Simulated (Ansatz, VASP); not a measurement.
## Mo in VASP and in Ansatz

Contents of INCAR:

```
SYSTEM = Mo
ALGO = Fast
EDIFF = 1E-6
ENCUT = 520
GGA = PE
ISIF = 2
ISMEAR = 0
LASPH = .TRUE.
LCHARG = .TRUE.
LELF = .TRUE.
LREAL = .FALSE.
LVHAR = .TRUE.
LWAVE = .FALSE.
NBANDS = 21
NELM = 80
PREC = Accurate
SIGMA = 0.15
```

File KPOINTS:

```
k-points
0
G
  24 24 14
  0 0 0
```

File POSCAR:

```
Mo
1.0
   -1.5802194352      1.5802194352      1.5802194352
    1.5802194352     -1.5802194352      1.5802194352
    3.1604388703      3.1604388703      0.0000000000
Mo
2
Direct
   -0.0949235256     -0.0949235256      0.0000000000
    0.5949235256      0.5949235256      0.5000000000
```

Input for Ansatz:

```yaml
crystal:
  lattice:
    - [-1.5802194352, 1.5802194352, 1.5802194352]
    - [1.5802194352, -1.5802194352, 1.5802194352]
    - [3.1604388703, 3.1604388703, 0.0]
  atoms:
    - { symbol: Mo, position: [-0.0949235256, -0.0949235256, 0.0] }
    - { symbol: Mo, position: [0.5949235256, 0.5949235256, 0.5] }
basis:
  ecutwfc: 420
kpoints:
  mp_grid: { grid: [24, 24, 14] }
hamiltonian:
  xc: pbe
scf:
  occupations: { method: gaussian, width: 0.15 }
output:
  forces: true
  stress: true
  eigenvalues: true
```

Change from the starting cell: mode 4 (132.6 1/cm) frozen in, largest displacement -0.300 Å.

Alike in both runs: task single point; functional PBE; k mesh 24 × 24 × 14; occupations gaussian, width 0.15 eV; no spin polarisation.

|  | VASP | Ansatz |
| --- | --- | --- |
| version | VASP 6.6.1 | Ansatz 0.2.0 |
| potentials or method | VASP PAW PBE potentials, release 64 (Mo_sv), cutoff 520 eV | scalar-relativistic, plane waves, PAW |
| valence electrons in the cell | 28 | 28 |

|  | VASP | Ansatz | Ansatz less VASP |
| --- | --- | --- | --- |
| gap on the k mesh at the Fermi level (eV) | none | none | - |
| pressure (GPa) | 11.4 | 10.6 | -0.74 |
| traceless stress, the component that is largest in VASP (GPa) | 13.69 | 13.41 | -0.280 |
| rms of the force components (eV/Å) | 1.344 | 1.331 | -0.0132 |

Atom by atom the forces differ by 0.013 eV/Å (rms over components). A gap of «none» marks a metal or a gap that the smearing closes. With one functional, cell and mesh, what is left measures potentials, basis and numerics.
